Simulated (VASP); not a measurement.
**HfN: relaxation of volume and atoms at fixed shape with PBE**

The system is HfN.

```
CELL_PARAMETERS angstrom
0.00000 2.25600 2.25600
2.25600 0.00000 2.25600
2.25600 2.25600 0.00000
ATOMIC_POSITIONS crystal
Hf 0.00000 0.00000 0.00000
N 0.50000 0.50000 0.50000
```

* Program: VASP 6.6.1
* Task: relaxation of volume and atoms at fixed shape
* Functional: PBE
* Potentials or basis: VASP PAW PBE potentials, release 64 (Hf_pv, N)
* Cutoff: 600 eV
* k mesh: 11 × 11 × 11
* Occupations: methfessel-paxton, width 0.15 eV
* Spin: no spin polarisation
* Dipole correction: no
* Further INCAR settings: ALGO = Normal; EDIFF = 1e-07; IBRION = 2; EDIFFG = -0.03; NSW = 80; ISIF = 8

- Relaxed volume: 11.65 Å³/atom
- Relaxed cell: a = 3.206 Å, b = 3.206 Å, c = 3.206 Å, α = 60.00°, β = 60.00°, γ = 60.00°
- Space group after relaxing (to 0.05 Å): Fm-3m (No. 225)
- Energy gained by relaxing: 2.2 meV/atom
- Ionic steps: 3
- Pressure after relaxing: 0.0 GPa

Step by step:
```
step  energy change (eV)  largest force (eV/Å)  pressure (GPa)  volume (Å³)
   1              0.0000                0.0000            4.12        22.96
   2              0.0105                0.0000           -7.04        23.96
   3             -0.0043                0.0000           -0.02        23.31
```

Final structure:
```xyz
2
Lattice="0.0000 2.2672 2.2672 2.2672 0.0000 2.2672 2.2672 2.2672 0.0000" Properties=species:S:1:pos:R:3 pbc="T T T"
Hf    0.0000    0.0000    0.0000
N     2.2672    2.2672    2.2672
```

Levels at points of the mesh, in eV from the Fermi level:
| k point | band 6 | band 7 | band 8 | band 9 | band 10 | band 11 |
| --- | --- | --- | --- | --- | --- | --- |
| (0.00, 0.00, 0.00) | -2.96 | -2.96 | -0.29 | -0.29 | -0.29 | 1.75 |

Wall time 44 s on 1 thread of Intel(R) Xeon(R) Platinum 8488C (Sapphire Rapids), with other jobs on the host, peak memory 0.17 GiB.

Caveat: spin-orbit coupling is left out, which moves the levels of the heavy elements. Zero-point motion and thermal expansion aren't in these numbers.
